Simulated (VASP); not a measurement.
# BeCl (P4/nmm) in VASP: single point with PBE

Aim: the single point of BeCl with PBE.

Program: VASP 6.6.1. These are calculated values, not measurements. Logs are shortened: lines on timing, memory, paths and dates and some standing lists are left out, and cuts for length are marked.

## (1) The cell of the first run

It takes space group P4/nmm (No. 129, tetragonal). Conventional cell: a = 3.859 Å, b = 3.859 Å, c = 5.075 Å, α = 90.00°, β = 90.00°, γ = 90.00°. Within 3.0 Å of Be (site symmetry 4mm) lie 4 Cl at 2.24 Å. Cl (site symmetry -4m2) has 4 Be at 2.24 Å and 4 Cl at 2.73 Å within 3.0 Å.

## (2) Single point, PBE

Contents of INCAR:

```
PREC = Accurate
ENCUT = 520
EDIFF = 1E-6
ISMEAR = 0
SIGMA = 0.1
LREAL = F
LASPH = T
NELM = 60
ALGO = Normal
ISIF = 2
LWAVE = F
LCHARG = T
GGA = PE
LELF = T
LVHAR = T
NBANDS = 17
```

Contents of KPOINTS:

```
regular mesh
0
Gamma
  4 4 4
```

Contents of POSCAR:

```
BeCl
1.0
    3.8588140000      0.0000000000      0.0000000000
    0.0000000000      3.8588140000      0.0000000000
    0.0000000000      0.0000000000      5.0747792200
Be Cl
2 2
Direct
    0.5000000000      0.0000000000      0.2259747800
    0.0000000000      0.5000000000      0.7740252200
    0.5000000000      0.5000000000      0.0000000000
    0.0000000000      0.0000000000      0.0000000000
```

Potentials or basis: VASP PAW PBE potentials, release 64 (Be, Cl).

Launch:

```
$ cat potpaw_PBE.64/Be/POTCAR potpaw_PBE.64/Cl/POTCAR > POTCAR
$ mpirun -np 1 vasp_std > vasp.out
```

OUTCAR:

```text
PREC = Accurate
   ENCUT = 520
   EDIFF = 1E-6
   ISMEAR = 0
   LREAL = F
   LASPH = T
   NELM = 60
   ISIF = 2
   GGA = PE

 ion  position               nearest neighbor table
   1  0.500  0.000  0.226-   3 2.24   4 2.24   3 2.24   4 2.24
   2  0.000  0.500  0.774-   3 2.24   4 2.24   4 2.24   3 2.24
   3  0.500  0.500  0.000-   1 2.24   2 2.24   1 2.24   2 2.24
   4  0.000  0.000  0.000-   1 2.24   2 2.24   2 2.24   1 2.24

  LATTYP: Found a simple tetragonal cell.
 ALAT       =     3.8588140000
 C/A-ratio  =     1.3151137163

  Lattice vectors:

 A1 = (   3.8588140000,   0.0000000000,   0.0000000000)
 A2 = (   0.0000000000,   3.8588140000,   0.0000000000)
 A3 = (   0.0000000000,   0.0000000000,   5.0747792200)

Analysis of symmetry for initial positions (statically):
=====================================================================
 Subroutine PRICEL returns:
 Original cell was already a primitive cell.

 Routine SETGRP: Setting up the symmetry group for a
 simple tetragonal supercell.

 Subroutine GETGRP returns: Found 16 space group operations
 (whereof  8 operations were pure point group operations)
 out of a pool of 16 trial point group operations.

The static configuration has the point symmetry D_2d.
 The point group associated with its full space group is D_4h.

Analysis of symmetry for dynamics (positions and initial velocities):
=====================================================================
 Subroutine PRICEL returns:
 Original cell was already a primitive cell.

 Routine SETGRP: Setting up the symmetry group for a
 simple tetragonal supercell.

 Subroutine GETGRP returns: Found 16 space group operations
 (whereof  8 operations were pure point group operations)
 out of a pool of 16 trial point group operations.

The dynamic configuration has the point symmetry D_2d.
 The point group associated with its full space group is D_4h.

 Subroutine INISYM returns: Found 16 space group operations
 (whereof  8 operations are pure point group operations),
 and found     1 'primitive' translations

----------------------------------------------------------------------------------------

                                     Primitive cell

  volume of cell :      75.5657

  direct lattice vectors                    reciprocal lattice vectors
     3.858814000  0.000000000  0.000000000     0.259146981  0.000000000  0.000000000
     0.000000000  3.858814000  0.000000000     0.000000000  0.259146981  0.000000000
     0.000000000  0.000000000  5.074779220     0.000000000  0.000000000  0.197052907

  length of vectors
     3.858814000  3.858814000  5.074779220     0.259146981  0.259146981  0.197052907

  position of ions in fractional coordinates (direct lattice)
     0.500000000  0.000000000  0.225974780
     0.000000000  0.500000000  0.774025220
     0.500000000  0.500000000  0.000000000
     0.000000000  0.000000000  0.000000000

  ion indices of the primitive-cell ions
   primitive index   ion index
                 1           1
                 2           2
                 3           3
                 4           4

----------------------------------------------------------------------------------------

 KPOINTS: regular mesh

Automatic generation of k-mesh.
 Grid dimensions read from file:
 generate k-points for:    4    4    4

 Generating k-lattice:

  Cartesian coordinates                     Fractional coordinates (reciprocal lattice)
     0.064786745  0.000000000  0.000000000     0.250000000  0.000000000  0.000000000
     0.000000000  0.064786745  0.000000000     0.000000000  0.250000000  0.000000000
     0.000000000  0.000000000  0.049263227     0.000000000  0.000000000  0.250000000

  Length of vectors
     0.064786745  0.064786745  0.049263227

  Shift w.r.t. Gamma in fractional coordinates (k-lattice)
     0.000000000  0.000000000  0.000000000

 Subroutine IBZKPT returns following result:
 ===========================================

 Found     18 irreducible k-points:

 Following reciprocal coordinates:
            Coordinates               Weight
  0.000000  0.000000  0.000000      1.000000
  0.250000  0.000000  0.000000      4.000000
  0.500000  0.000000  0.000000      2.000000
  0.250000  0.250000  0.000000      4.000000
  0.500000  0.250000  0.000000      4.000000
  0.500000  0.500000  0.000000      1.000000
[... 10 lines left out ...]
  0.500000  0.250000  0.500000      4.000000
  0.500000  0.500000  0.500000      1.000000
   k-points           NKPTS =     18   k-points in BZ     NKDIM =     18   number of bands    NBANDS=     17
   number of dos      NEDOS =    301   number of ions     NIONS =      4
   total plane-waves  NPLWV =  36000
   dimension x,y,z NGX =    30 NGY =   30 NGZ =   40
   dimension x,y,z NGXF=    60 NGYF=   60 NGZF=   80
   ions per type =               2   2
   NGX,Y,Z   is equivalent  to a cutoff of  12.92, 12.92, 13.10 a.u.
   NGXF,Y,Z  is equivalent  to a cutoff of  25.85, 25.85, 26.21 a.u.
 SYSTEM =  unknown system
   PREC   = accura    normal or accurate (medium, high low for compatibility)
   ISTART =      0    job   : 0-new  1-cont  2-samecut
   ICHARG =      2    charge: 1-file 2-atom 10-const
   ISPIN  =      1    spin polarized calculation?
   LNONCOLLINEAR =      F non collinear calculations
   LSORBIT =      F    spin-orbit coupling
   LASPH  =      T    aspherical Exc in radial PAW
   ENCUT  =  520.0 eV  38.22 Ry    6.18 a.u.   7.17  7.17  9.44*2*pi/ulx,y,z
   NELM   =     60;   NELMIN=  2; NELMDL= -5     # of ELM steps
   EDIFF  = 0.1E-05   stopping-criterion for ELM
   LREAL  =      F    real-space projection
   EDIFFG = 0.1E-04   stopping-criterion for IOM
   NSW    =      0    number of steps for IOM
   IBRION =     -1    ionic relax: 0-MD 1-quasi-New 2-CG
   NFREE  =      0    steps in history (QN), initial steepest desc. (CG)
   ISIF   =      2    stress and relaxation
   ISYM   =      2    0-nonsym 1-usesym 2-fastsym
   POTIM  = 0.5000    time-step for ionic-motion
   TEBEG  =    0.0;   TEEND  =   0.0 temperature during run
   PSTRESS=    0.0 pullay stress
   NELECT =      18.0000    total number of electrons
   NUPDOWN=      -1.0000    fix difference up-down
   EMIN   =  10.00;   EMAX   =-10.00  energy-range for DOS
   EFERMI =   0.00;   METHOD = LEGACY
   ISMEAR =     0;   SIGMA  =   0.10  broadening in eV -4-tet -1-fermi 0-gaus
   EFERMI_NEDOS =   21; number of points for ismear=-14 and -15
   IALGO  =     38    algorithm
   IMIX   =      4    mixing-type and parameters
     AMIX     =   0.40;   BMIX     =  1.00
     AMIX_MAG =   1.60;   BMIX_MAG =  1.00
  volume/ion in A,a.u.               =      18.89       127.49
  Fermi-wavevector in a.u.,A,eV,Ry     =   1.014824  1.917739 14.012201  1.029868
  Thomas-Fermi vector in A             =   2.148074
   LORBIT       =      0    0 simple, 1 ext, 2 COOP (PROOUT), +10 PAW based schemes
   GGA     = PE    functional components
   LHFCALC =     F    Hartree Fock is set to
   AEXX    =    0.0000 exact exchange contribution
   IVDW    =     0    specifies the selected vdW correction
   LEPSILON=     F    determine dielectric tensor
   LRPA    =     F    only Hartree local field effects (RPA)
 non-spin polarized calculation
 Gauss-broadening in eV      SIGMA  =   0.10
  energy-cutoff  :      520.00
  volume of cell :       75.57
 maximum number of plane-waves:      2052
 NGX is ok and might be reduce to    30
   NGX = 15   NGY = 15   NGZ = 19

 number of electron      18.0000007 magnetization

 Free energy of the ion-electron system (eV)
  ---------------------------------------------------
  ext. energy  EPLUGINS =         0.00000000
  ---------------------------------------------------
  free energy    TOTEN  =        -8.77474834 eV

  energy without entropy =       -8.74027102  energy(sigma->0) =       -8.75750968

 E-fermi :   4.3419     XC(G=0):  -8.6263

 val. band max:        4.3268005320   @ k =   0.5000   0.0000   0.2500
 cond. band min:       4.3902527630   @ k =   0.5000   0.2500   0.5000
 fundamental gap:      0.0634522310
 Fermi energy:         4.3418797751

 k-point     1 :       0.0000    0.0000    0.0000
  band No.  band energies     occupation
      1     -15.6301      2.00000
      2     -12.2557      2.00000
      3      -4.4371      2.00000
      4      -4.4371      2.00000
      5      -3.9002      2.00000
      6      -0.6092      2.00000
[... 9 lines left out ...]
     16       9.7120      0.00000
     17      10.1402      0.00000

 k-point     2 :       0.2500    0.0000    0.0000
  band No.  band energies     occupation
      1     -15.2451      2.00000
      2     -12.9041      2.00000
      3      -4.1046      2.00000
      4      -3.9601      2.00000
      5      -3.4357      2.00000
      6      -1.4433      2.00000
[... 9 lines left out ...]
     16       9.6986      0.00000
     17      11.9190      0.00000

 k-point     3 :       0.5000    0.0000    0.0000
  band No.  band energies     occupation
      1     -14.1972      2.00000
      2     -14.1972      2.00000
      3      -2.9946      2.00000
      4      -2.9946      2.00000
      5      -2.6020      2.00000
      6      -2.6020      2.00000
[... 9 lines left out ...]
     16      10.1269      0.00000
     17      11.8317      0.00000

 k-point     4 :       0.2500    0.2500    0.0000
  band No.  band energies     occupation
      1     -14.9117      2.00000
      2     -13.2188      2.00000
      3      -5.4162      2.00000
      4      -3.3400      2.00000
      5      -3.2124      2.00000
      6      -1.7765      2.00000
[... 9 lines left out ...]
     16       9.7310      0.00000
     17      11.3537      0.00000
[... 223 lines left out ...]
      1     -14.9020      2.00000
      2     -13.2124      2.00000
      3      -5.3970      2.00000
      4      -3.5314      2.00000
      5      -3.3227      2.00000
      6      -1.8174      2.00000
[... 9 lines left out ...]
     16      10.0704      0.00000
     17      12.0707      0.00000

 k-point    17 :       0.5000    0.2500    0.5000
  band No.  band energies     occupation
      1     -14.0589      2.00000
      2     -14.0589      2.00000
      3      -5.1132      2.00000
      4      -5.1132      2.00000
      5      -2.6932      2.00000
      6      -2.6932      2.00000
[... 9 lines left out ...]
     16       9.5523      0.00000
     17      12.3042      0.00000

 k-point    18 :       0.5000    0.5000    0.5000
  band No.  band energies     occupation
      1     -13.9179      2.00000
      2     -13.9179      2.00000
      3      -6.0851      2.00000
      4      -6.0851      2.00000
      5      -2.5634      2.00000
      6      -2.5634      2.00000
[... 9 lines left out ...]
     16       9.9104      0.00000
     17      12.5758      0.00000

------------------------ aborting loop because EDIFF is reached ----------------------------------------

  FORCE on cell =-STRESS in cart. coord.  units (eV):
  Direction    XX          YY          ZZ          XY          YZ          ZX
  --------------------------------------------------------------------------------------
  -------------------------------------------------------------------------------------
  Total        6.4536068      6.4536068     -2.5574392      0.0000000      0.0000000      0.0000000
  in kB      136.8321790    136.8321790    -54.2239387      0.0000000      0.0000000      0.0000000
  external PRESSURE =      73.1468065 kB  Pullay stress =       0.0000000 kB

 VOLUME and BASIS-vectors are now :
 -----------------------------------------------------------------------------
  energy-cutoff  :      520.00
  volume of cell :       75.57
      direct lattice vectors                 reciprocal lattice vectors
     3.858814000  0.000000000  0.000000000     0.259146981  0.000000000  0.000000000
     0.000000000  3.858814000  0.000000000     0.000000000  0.259146981  0.000000000
     0.000000000  0.000000000  5.074779220     0.000000000  0.000000000  0.197052907

 POSITION                                       TOTAL-FORCE (eV/Angst)
 -----------------------------------------------------------------------------------
      1.92941      0.00000      1.14677        -0.000000     -0.000000     -0.085208
      0.00000      1.92941      3.92801        -0.000000      0.000000      0.085208
      1.92941      1.92941      0.00000         0.000000     -0.000000      0.000000
      0.00000      0.00000      0.00000         0.000000     -0.000000      0.000000
 -----------------------------------------------------------------------------------
    total drift:                                0.000000      0.000000      0.000000

  FREE ENERGIE OF THE ION-ELECTRON SYSTEM (eV)
  ---------------------------------------------------
  free  energy   TOTEN  =        -8.7747483417 eV

  energy  without entropy=       -8.7402710160  energy(sigma->0) =       -8.75750968
```

Wall time 9.1 s (1 thread of Intel Xeon 6975P-C (Granite Rapids), shared host); peak memory 0.17 GiB.

What came out:

```
Free energy            : -8.7747 eV
Pressure               : 7.3 GPa
Largest force          : 0.085 eV/Å
Band gap on the k mesh : zero (band 9 reaches 4.90 eV, above the bottom of band 10 at 3.86 eV)
```

Forces on the atoms (eV/Å):
```
Be   0.000  0.000 -0.085
Be   0.000  0.000  0.085
Cl   0.000  0.000  0.000
Cl   0.000  0.000  0.000
```

Stress tensor (GPa, compression positive):
```
13.68  0.00  0.00
 0.00 13.68  0.00
 0.00  0.00 -5.42
```

Levels at points of the mesh, in eV from the Fermi level:
```tsv
k point	band 6	band 7	band 8	band 9	band 10	band 11	band 12	band 13
(0.00, 0.00, 0.00)	-4.95	-3.93	-3.93	-2.70	-0.47	2.80	2.80	3.42
(0.50, 0.00, 0.00)	-6.94	-6.60	-6.60	-0.48	-0.48	3.86	3.86	4.40
(0.50, 0.50, 0.00)	-6.72	-2.61	-2.61	0.56	0.56	1.91	1.91	3.00
(0.00, 0.00, 0.50)	-5.03	-3.94	-3.94	-0.93	-0.04	1.35	2.05	2.05
(0.50, 0.00, 0.50)	-6.93	-6.73	-6.73	0.49	0.49	3.95	3.95	4.07
(0.50, 0.50, 0.50)	-6.91	-2.61	-2.61	-0.43	-0.43	4.33	4.33	4.35
```

Caveat: the k points lie up to 0.41 Å⁻¹ apart.
